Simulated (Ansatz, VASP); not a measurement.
## AlGa3As2 in VASP and in Ansatz

```
Al Ga As
1.0
     6.37622    0.00000    0.00000
    -3.18811    5.52197    0.00000
     0.00000    0.00000    3.88125
Al Ga As
1 3 2
Cartesian
  0.0000 0.0000 0.0000
  1.5941 2.7610 1.9406
  3.1881 0.0000 1.9406
  -1.5941 2.7610 1.9406
  3.1881 1.8407 0.0000
  0.0000 3.6813 0.0000
```

Change from the starting cell: species swapped into the LaB2Ir3 type (P6/mmm, No. 191).

Alike in both runs: functional PBE; k mesh 6 × 6 × 10; occupations gaussian, width 0.1 eV; no spin polarisation.

Ansatz relaxed the structure, and its values are those at the end. VASP's run is a single point on that final structure, the one shown.

```csv
,VASP,Ansatz
version,VASP 6.6.1,Ansatz 0.2.0
potentials or method,"VASP PAW PBE potentials, release 64 (Al, Ga_d, As), cutoff 520 eV","scalar-relativistic, plane waves, PAW"
valence electrons in the cell,52,72
```

Ansatz gave:

* gap on the k mesh at the Fermi level (eV): none
* pressure (GPa): 0.0

Problem. Estimate VASP's values.

Solution. gap on the k mesh at the Fermi level (eV): none; pressure (GPa): 0.1.

A gap of «none» marks a metal or a gap that the smearing closes. VASP's potentials hold 52 valence electrons a cell and Ansatz's 72, so a difference there can come from the potentials and not from the codes.
